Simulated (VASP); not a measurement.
# Ca (Pm-3m) in VASP: further runs

Ca is run at these levels: PBEsol; tasks: single point.

All numbers are computed with VASP 6.6.1; they aren't measurements. Logs are shortened: lines on timing, memory, paths and dates and some standing lists are left out, and cuts for length are marked.

### Step 1. The cell of the first run

The structure is cubic, space group Pm-3m (No. 221). Conventional cell: a = 2.597 Å, b = 2.597 Å, c = 2.597 Å, α = 90.00°, β = 90.00°, γ = 90.00°. Within 3.4 Å of Ca (site symmetry m-3m) lie 6 Ca at 2.60 Å.

### Step 2. Single point, PBEsol

File INCAR:

```
SYSTEM = Ca
PREC = Accurate ; ENCUT = 500
EDIFF = 1E-6 ; ISMEAR = 1
SIGMA = 0.05 ; LREAL = .False.
LASPH = .True. ; NELM = 120
ALGO = Normal ; ISIF = 2
LWAVE = .False. ; LCHARG = .True.
GGA = PS ; LELF = .True.
LVHAR = .True. ; NBANDS = 11
GGA_COMPAT = .False.
```

File KPOINTS:

```
regular mesh
0
Gamma
  11 11 11
  0 0 0
```

File POSCAR:

```
Ca
1.0
    2.5974491356      0.0000000000      0.0000000000
    0.0000000000      2.5974491356      0.0000000000
    0.0000000000      0.0000000000      2.5974491356
Ca
1
Direct
    0.0000000000      0.0000000000      0.0000000000
```

Potentials or basis: VASP PAW PBE potentials, release 64 (Ca_sv).

On the command line:

```bash
$ cat potpaw_PBE.64/Ca_sv/POTCAR > POTCAR
$ mpirun -np 1 vasp_std > vasp.out
```

OUTCAR:

```text
SYSTEM = Ca
   PREC = Accurate
   ENCUT = 500
   EDIFF = 1E-6
   ISMEAR = 1
   LREAL = .False.
   LASPH = .True.
   NELM = 120
   ISIF = 2
   GGA = PS

 ion  position               nearest neighbor table
   1  0.000  0.000  0.000-

  LATTYP: Found a simple cubic cell.
 ALAT       =     2.5974491356

  Lattice vectors:

 A1 = (   2.5974491356,   0.0000000000,   0.0000000000)
 A2 = (   0.0000000000,   2.5974491356,   0.0000000000)
 A3 = (   0.0000000000,   0.0000000000,   2.5974491356)

Analysis of symmetry for initial positions (statically):
=====================================================================
 Subroutine PRICEL returns:
 Original cell was already a primitive cell.

 Routine SETGRP: Setting up the symmetry group for a
 simple cubic supercell.

 Subroutine GETGRP returns: Found 48 space group operations
 (whereof 48 operations were pure point group operations)
 out of a pool of 48 trial point group operations.

The static configuration has the point symmetry O_h .

Analysis of symmetry for dynamics (positions and initial velocities):
=====================================================================
 Subroutine PRICEL returns:
 Original cell was already a primitive cell.

 Routine SETGRP: Setting up the symmetry group for a
 simple cubic supercell.

 Subroutine GETGRP returns: Found 48 space group operations
 (whereof 48 operations were pure point group operations)
 out of a pool of 48 trial point group operations.

The dynamic configuration has the point symmetry O_h .

 Subroutine INISYM returns: Found 48 space group operations
 (whereof 48 operations are pure point group operations),
 and found     1 'primitive' translations

----------------------------------------------------------------------------------------

                                     Primitive cell

  volume of cell :      17.5243

  direct lattice vectors                    reciprocal lattice vectors
     2.597449136  0.000000000  0.000000000     0.384993102  0.000000000  0.000000000
     0.000000000  2.597449136  0.000000000     0.000000000  0.384993102  0.000000000
     0.000000000  0.000000000  2.597449136     0.000000000  0.000000000  0.384993102

  length of vectors
     2.597449136  2.597449136  2.597449136     0.384993102  0.384993102  0.384993102

  position of ions in fractional coordinates (direct lattice)
     0.000000000  0.000000000  0.000000000

  ion indices of the primitive-cell ions
   primitive index   ion index
                 1           1

----------------------------------------------------------------------------------------

 KPOINTS: regular mesh

Automatic generation of k-mesh.
 Grid dimensions read from file:
 generate k-points for:   11   11   11

 Generating k-lattice:

  Cartesian coordinates                     Fractional coordinates (reciprocal lattice)
     0.034999373  0.000000000  0.000000000     0.090909091  0.000000000  0.000000000
     0.000000000  0.034999373  0.000000000     0.000000000  0.090909091  0.000000000
     0.000000000  0.000000000  0.034999373     0.000000000  0.000000000  0.090909091

  Length of vectors
     0.034999373  0.034999373  0.034999373

  Shift w.r.t. Gamma in fractional coordinates (k-lattice)
     0.000000000  0.000000000  0.000000000

 Subroutine IBZKPT returns following result:
 ===========================================

 Found     56 irreducible k-points:

 Following reciprocal coordinates:
            Coordinates               Weight
  0.000000  0.000000  0.000000      1.000000
  0.090909  0.000000  0.000000      6.000000
  0.181818  0.000000  0.000000      6.000000
  0.272727  0.000000  0.000000      6.000000
  0.363636  0.000000  0.000000      6.000000
  0.454545  0.000000  0.000000      6.000000
[... 16 lines left out ...]
  0.181818  0.090909  0.090909     24.000000
  0.272727  0.090909  0.090909     24.000000
 [... further k-points ...]
   k-points           NKPTS =     56   k-points in BZ     NKDIM =     56   number of bands    NBANDS=     11
   number of dos      NEDOS =    301   number of ions     NIONS =      1
   total plane-waves  NPLWV =   8000
   dimension x,y,z NGX =    20 NGY =   20 NGZ =   20
   dimension x,y,z NGXF=    40 NGYF=   40 NGZF=   40
   ions per type =               1
   NGX,Y,Z   is equivalent  to a cutoff of  12.80, 12.80, 12.80 a.u.
   NGXF,Y,Z  is equivalent  to a cutoff of  25.60, 25.60, 25.60 a.u.
 SYSTEM =  Ca
   PREC   = accura    normal or accurate (medium, high low for compatibility)
   ISTART =      0    job   : 0-new  1-cont  2-samecut
   ICHARG =      2    charge: 1-file 2-atom 10-const
   ISPIN  =      1    spin polarized calculation?
   LNONCOLLINEAR =      F non collinear calculations
   LSORBIT =      F    spin-orbit coupling
   LASPH  =      T    aspherical Exc in radial PAW
   ENCUT  =  500.0 eV  36.75 Ry    6.06 a.u.   4.74  4.74  4.74*2*pi/ulx,y,z
   NELM   =    120;   NELMIN=  2; NELMDL= -5     # of ELM steps
   EDIFF  = 0.1E-05   stopping-criterion for ELM
   LREAL  =      F    real-space projection
   EDIFFG = 0.1E-04   stopping-criterion for IOM
   NSW    =      0    number of steps for IOM
   IBRION =     -1    ionic relax: 0-MD 1-quasi-New 2-CG
   NFREE  =      0    steps in history (QN), initial steepest desc. (CG)
   ISIF   =      2    stress and relaxation
   ISYM   =      2    0-nonsym 1-usesym 2-fastsym
   POTIM  = 0.5000    time-step for ionic-motion
   TEBEG  =    0.0;   TEEND  =   0.0 temperature during run
   PSTRESS=    0.0 pullay stress
   NELECT =      10.0000    total number of electrons
   NUPDOWN=      -1.0000    fix difference up-down
   EMIN   =  10.00;   EMAX   =-10.00  energy-range for DOS
   EFERMI =   0.00;   METHOD = LEGACY
   ISMEAR =     1;   SIGMA  =   0.05  broadening in eV -4-tet -1-fermi 0-gaus
   EFERMI_NEDOS =   21; number of points for ismear=-14 and -15
   IALGO  =     38    algorithm
   IMIX   =      4    mixing-type and parameters
     AMIX     =   0.40;   BMIX     =  1.00
     AMIX_MAG =   1.60;   BMIX_MAG =  1.00
  volume/ion in A,a.u.               =      17.52       118.26
  Fermi-wavevector in a.u.,A,eV,Ry     =   1.357879  2.566019 25.086908  1.843836
  Thomas-Fermi vector in A             =   2.484760
   LORBIT       =      0    0 simple, 1 ext, 2 COOP (PROOUT), +10 PAW based schemes
   GGA     = PS    functional components
   LHFCALC =     F    Hartree Fock is set to
   AEXX    =    0.0000 exact exchange contribution
   IVDW    =     0    specifies the selected vdW correction
   LEPSILON=     F    determine dielectric tensor
   LRPA    =     F    only Hartree local field effects (RPA)
 non-spin polarized calculation
 Methfessel and Paxton  Order N= 1 SIGMA  =   0.05
  energy-cutoff  :      500.00
  volume of cell :       17.52
 maximum number of plane-waves:       461
 NGX is ok and might be reduce to    20
   NGX =  9   NGY =  9   NGZ =  9

 number of electron      10.0000005 magnetization

 Free energy of the ion-electron system (eV)
  ---------------------------------------------------
  ext. energy  EPLUGINS =         0.00000000
  ---------------------------------------------------
  free energy    TOTEN  =        -0.13430920 eV

  energy without entropy =       -0.13409663  energy(sigma->0) =       -0.13423835

 E-fermi :   6.5542     XC(G=0): -11.2255

 val. band max:        6.5382328117   @ k =   0.4545   0.4545   0.3636
 cond. band min:       6.5652461437   @ k =   0.4545   0.0909   0.0000
 fundamental gap:      0.0270133321
 Fermi energy:         6.5542264193

 k-point     1 :       0.0000    0.0000    0.0000
  band No.  band energies     occupation
      1     -34.8518      2.00000
      2     -14.4600      2.00000
      3     -14.4600      2.00000
      4     -14.4600      2.00000
      5       2.3315      2.00000
      6       6.4417      2.00655
      7       6.4417      2.00655
      8      14.5771      0.00000
      9      14.5771      0.00000
     10      14.5771      0.00000
     11      23.7755      0.00000

 k-point     2 :       0.0909    0.0000    0.0000
  band No.  band energies     occupation
      1     -34.8151      2.00000
      2     -14.7000      2.00000
      3     -14.4397      2.00000
      4     -14.4397      2.00000
      5       2.6026      2.00000
      6       6.5237      1.84852
      7       6.7335     -0.00000
      8      14.1995      0.00000
      9      14.1995      0.00000
     10      14.6032      0.00000
     11      22.5211      0.00000

 k-point     3 :       0.1818    0.0000    0.0000
  band No.  band energies     occupation
      1     -34.7148      2.00000
      2     -15.3103      2.00000
      3     -14.3850      2.00000
      4     -14.3850      2.00000
      5       3.3105      2.00000
      6       6.7529     -0.00000
      7       7.5095     -0.00000
      8      13.3216      0.00000
      9      13.3216      0.00000
     10      14.6740      0.00000
     11      20.4498      0.00000

 k-point     4 :       0.2727    0.0000    0.0000
  band No.  band energies     occupation
      1     -34.5795      2.00000
      2     -16.0496      2.00000
      3     -14.3123      2.00000
      4     -14.3123      2.00000
      5       4.2721      2.00000
      6       7.0756     -0.00000
      7       8.3786      0.00000
      8      12.3626      0.00000
      9      12.3626      0.00000
     10      14.7683      0.00000
     11      18.8905      0.00000
[... 239 lines left out ...]
 k-point    22 :       0.0909    0.0909    0.0909
  band No.  band energies     occupation
      1     -34.7422      2.00000
      2     -14.6977      2.00000
      3     -14.6345      2.00000
      4     -14.6345      2.00000
      5       3.1265      2.00000
      6       6.9986     -0.00000
      7       6.9986     -0.00000
      8      13.6842      0.00000
      9      13.9114      0.00000
     10      13.9114      0.00000
     11      23.2698      0.00000

 k-point    23 :       0.1818    0.0909    0.0909
  band No.  band energies     occupation
      1     -34.6430      2.00000
      2     -15.2597      2.00000
      3     -14.6116      2.00000
      4     -14.5761      2.00000
      5       3.7909      2.00000
      6       7.2197     -0.00000
      7       7.7635      0.00000
      8      12.9155      0.00000
      9      12.9432      0.00000
     10      13.9651      0.00000
     11      21.2413      0.00000

 k-point    24 :       0.2727    0.0909    0.0909
  band No.  band energies     occupation
      1     -34.5091      2.00000
      2     -15.9869      2.00000
      3     -14.5317      2.00000
      4     -14.4985      2.00000
      5       4.6723      2.00000
      6       7.5374     -0.00000
      7       8.5139      0.00000
      8      11.8867      0.00000
      9      12.2808      0.00000
     10      14.0917      0.00000
     11      19.5431      0.00000

 [... further k-points ...]
[... 5 lines left out ...]
  --------------------------------------------------------------------------------------
  -------------------------------------------------------------------------------------
  Total        4.4972710      4.4972710      4.4972710      0.0000000      0.0000000     -0.0000000
  in kB      411.1672215    411.1672215    411.1672215      0.0000000      0.0000000     -0.0000000
  external PRESSURE =     411.1672215 kB  Pullay stress =       0.0000000 kB

 VOLUME and BASIS-vectors are now :
 -----------------------------------------------------------------------------
  energy-cutoff  :      500.00
  volume of cell :       17.52
      direct lattice vectors                 reciprocal lattice vectors
     2.597449136  0.000000000  0.000000000     0.384993102  0.000000000  0.000000000
     0.000000000  2.597449136  0.000000000     0.000000000  0.384993102  0.000000000
     0.000000000  0.000000000  2.597449136     0.000000000  0.000000000  0.384993102

 POSITION                                       TOTAL-FORCE (eV/Angst)
 -----------------------------------------------------------------------------------
      0.00000      0.00000      0.00000         0.000000      0.000000      0.000000
 -----------------------------------------------------------------------------------
    total drift:                               -0.000000      0.000000      0.000000

  FREE ENERGIE OF THE ION-ELECTRON SYSTEM (eV)
  ---------------------------------------------------
  free  energy   TOTEN  =        -0.1343092030 eV

  energy  without entropy=       -0.1340966327  energy(sigma->0) =       -0.13423835
```

Wall time 3.7 s (1 thread of Intel Xeon 6975P-C (Granite Rapids), shared host); peak memory 0.13 GiB.

What came out:

```yaml
Free_energy: -0.1343 eV
Pressure: 41.1 GPa
Band_gap_on_the_k_mesh: zero (band 5 reaches 6.70 eV, above the bottom of band 6 at 6.05 eV)
```

Caveat: the PAW data sets were made with another functional, which shifts forces and pressure a little.

### Step 3. Single point, PBEsol

This run uses another cell than the first one, of 17.88 Å³/atom, 1.020 times its volume.

File INCAR:

```
  ALGO = Normal
  EDIFF = 1E-6
  ENCUT = 500
  GGA = PS
  GGA_COMPAT = False
  ISIF = 2
  ISMEAR = 1
  LASPH = True
  LCHARG = False
  LREAL = False
  LWAVE = False
  NBANDS = 11
  NELM = 120
  PREC = Accurate
  SIGMA = 0.05
```

File KPOINTS:

```
k-points
0
Gamma
  11 11 11
```

File POSCAR:

```
Ca
1.0
    2.6150000000      0.0000000000      0.0000000000
    0.0000000000      2.6150000000      0.0000000000
    0.0000000000      0.0000000000      2.6150000000
Ca
1
Direct
    0.0000000000      0.0000000000      0.0000000000
```

Potentials or basis: VASP PAW PBE potentials, release 64 (Ca_sv).

On the command line:

```bash
$ cat potpaw_PBE.64/Ca_sv/POTCAR > POTCAR
$ mpirun -np 1 vasp_std > vasp.out
```

OUTCAR:

```text
EDIFF = 1E-6
   ENCUT = 500
   GGA = PS
   ISIF = 2
   ISMEAR = 1
   LASPH = True
   LREAL = False
   NELM = 120
   PREC = Accurate

 ion  position               nearest neighbor table
   1  0.000  0.000  0.000-

  LATTYP: Found a simple cubic cell.
 ALAT       =     2.6150000000

  Lattice vectors:

 A1 = (   2.6150000000,   0.0000000000,   0.0000000000)
 A2 = (   0.0000000000,   2.6150000000,   0.0000000000)
 A3 = (   0.0000000000,   0.0000000000,   2.6150000000)

Analysis of symmetry for initial positions (statically):
[... 505 lines left out ...]
      3     -14.7380      2.00000
      4     -14.7061      2.00000
      5       4.4583      2.00000
      6       7.3978     -0.00000
      7       8.3178      0.00000
      8      11.6755      0.00000
      9      12.0492      0.00000
     10      13.8310      0.00000
     11      19.1738      0.00000

 [... further k-points ...]
[... 5 lines left out ...]
  --------------------------------------------------------------------------------------
  -------------------------------------------------------------------------------------
  Total        4.4293195      4.4293195      4.4293195     -0.0000000     -0.0000000     -0.0000000
  in kB      396.8556004    396.8556004    396.8556004     -0.0000000     -0.0000000     -0.0000000
  external PRESSURE =     396.8556004 kB  Pullay stress =       0.0000000 kB

 VOLUME and BASIS-vectors are now :
 -----------------------------------------------------------------------------
  energy-cutoff  :      500.00
  volume of cell :       17.88
      direct lattice vectors                 reciprocal lattice vectors
     2.615000000  0.000000000  0.000000000     0.382409178  0.000000000  0.000000000
     0.000000000  2.615000000  0.000000000     0.000000000  0.382409178  0.000000000
     0.000000000  0.000000000  2.615000000     0.000000000  0.000000000  0.382409178

 POSITION                                       TOTAL-FORCE (eV/Angst)
 -----------------------------------------------------------------------------------
      0.00000      0.00000      0.00000         0.000000      0.000000      0.000000
 -----------------------------------------------------------------------------------
    total drift:                               -0.000000      0.000000      0.000000

  FREE ENERGIE OF THE ION-ELECTRON SYSTEM (eV)
  ---------------------------------------------------
  free  energy   TOTEN  =        -0.2250248870 eV

  energy  without entropy=       -0.2251113279  energy(sigma->0) =       -0.22505370
```

It took 4.1 s on 1 thread of Intel Xeon 6975P-C (Granite Rapids), shared host; peak memory 0.12 GiB.

Results:

```yaml
Free_energy: -0.2250 eV
Pressure: 39.7 GPa
Band_gap_on_the_k_mesh: zero (band 5 reaches 6.49 eV, above the bottom of band 6 at 5.95 eV)
```

Caveat: the PAW data sets were made with another functional, which shifts forces and pressure a little.

(Continued in part 2 of 3.)
